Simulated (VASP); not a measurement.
Wanted: the native input for a VASP 6.6.1 run.

```
Task                   : relaxation of cell and atoms
Functional             : PBE
Potentials or basis    : VASP PAW PBE potentials, release 64 (Sr_sv, Cu, H)
Cutoff                 : 600 eV
k mesh                 : 6 × 6 × 4
Occupations            : gaussian, width 0.1 eV
Spin                   : no spin polarisation
Dipole correction      : no
Further INCAR settings : ALGO = Fast; EDIFF = 1e-06; IBRION = 2; EDIFFG = -0.04; NSW = 90; ISIF = 3
```

The structure of Sr3CuH2 lies in POSCAR:

```
Sr3CuH2
1.0
    5.4104265886      0.0000000000      0.0000000000
   -2.7052132943      4.6855668711      0.0000000000
    0.0000000000      0.0000000000      6.9996210346
Sr Cu H
3 1 2
Direct
    0.3333333333      0.6666666667      0.5000000000
    0.6666666667      0.3333333333      0.0000000000
    0.6666666667      0.3333333333      0.5000000000
    0.3333333333      0.6666666667      0.0000000000
    0.0000000000      0.0000000000      0.3424416904
    0.0000000000      0.0000000000      0.6575583096
```

The cell was generated, and may not be a known phase.

The input as run:

INCAR

```
SYSTEM = Sr3CuH2
PREC = Accurate
ENCUT = 600
EDIFF = 1E-6
ISMEAR = 0
SIGMA = 0.1
LREAL = .FALSE.
LASPH = .TRUE.
NELM = 60
ALGO = Fast
ISIF = 3
LWAVE = .FALSE.
LCHARG = .FALSE.
GGA = PE
IBRION = 2
NSW = 90
EDIFFG = -0.04
```

KPOINTS

```
regular mesh
0
G
  6 6 4
  0 0 0
```

Potentials or basis: VASP PAW PBE potentials, release 64 (Sr_sv, Cu, H).

Launch:

```bash
$ cat potpaw_PBE.64/Sr_sv/POTCAR potpaw_PBE.64/Cu/POTCAR potpaw_PBE.64/H/POTCAR > POTCAR
$ mpirun -np 1 vasp_std > vasp.out
```

It gave:

```yaml
Relaxed_volume: 30.37 Å³/atom
Relaxed_cell: a = 5.452 Å, b = 5.452 Å, c = 7.079 Å, α = 90.00°, β = 90.00°, γ = 120.00°
Space_group_after_relaxing_to_0.1_Å: P-6m2 (No. 187)
Energy_gained_by_relaxing: 1.5 meV/atom
Ionic_steps: 3
Pressure_after_relaxing: 0.1 GPa
Largest_force_after_relaxing: 0.021 eV/Å
Band_gap_on_the_k_mesh: zero (an odd number of electrons rules out a gap without spin polarisation)
```

It took 19 min on 1 thread of Oxide Virtual Turin-like Processor (shared host), peak memory 0.39 GiB.
